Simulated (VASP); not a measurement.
Input of a VASP 6.6.1 run:

Contents of POSCAR:

```
NaCl
1.0
    0.0000000000      2.8100000000      2.8100000000
    2.8100000000      0.0000000000      2.8100000000
    2.8100000000      2.8100000000      0.0000000000
Na Cl
1 1
Direct
    0.0000000000      0.0000000000      0.0000000000
    0.5000000000      0.5000000000      0.5000000000
```

Contents of INCAR.step1:

```
SYSTEM = NaCl
ALGO = Normal ; EDIFF = 1E-4
ENCUT = 520 ; GGA = PE
ISMEAR = 0 ; LASPH = .TRUE.
LCHARG = .FALSE. ; LREAL = .FALSE.
LWAVE = .TRUE. ; NBANDS = 14
NELM = 100 ; PREC = Accurate
SIGMA = 0.1
```

Contents of INCAR.step2:

```
SYSTEM = NaCl
ALGO = Normal ; BPARAM = 11.95
CPARAM = 0.0093 ; EDIFF = 1E-7
ENCUT = 520 ; ISIF = 2
ISMEAR = 0 ; ISTART = 1
IVDW_NL = 2 ; LASPH = .TRUE.
LCHARG = .FALSE. ; LMIXTAU = .TRUE.
LREAL = .FALSE. ; LUSE_VDW = .TRUE.
LWAVE = .FALSE. ; METAGGA = R2SCAN
NBANDS = 14 ; NELM = 100
PREC = Accurate ; SIGMA = 0.1
```

KPOINTS

```
k-points
0
G
  6 6 6
  0 0 0
```

Potentials or basis: VASP PAW PBE potentials, release 64 (Na_pv, Cl).

The run is started by

```console
$ cat potpaw_PBE.64/Na_pv/POTCAR potpaw_PBE.64/Cl/POTCAR > POTCAR
$ cp INCAR.step1 INCAR
$ mpirun -np 1 vasp_std > vasp.out
$ cp INCAR.step2 INCAR
$ mpirun -np 1 vasp_std > vasp.out
```

(1) What does it give for the band gap on the k mesh?

(2) What does it give for the pressure?

Answers

(1) 5.88 eV.

(2) -1.0 GPa.

Caveat: the PAW data sets were made with another functional, which shifts forces and pressure a little.
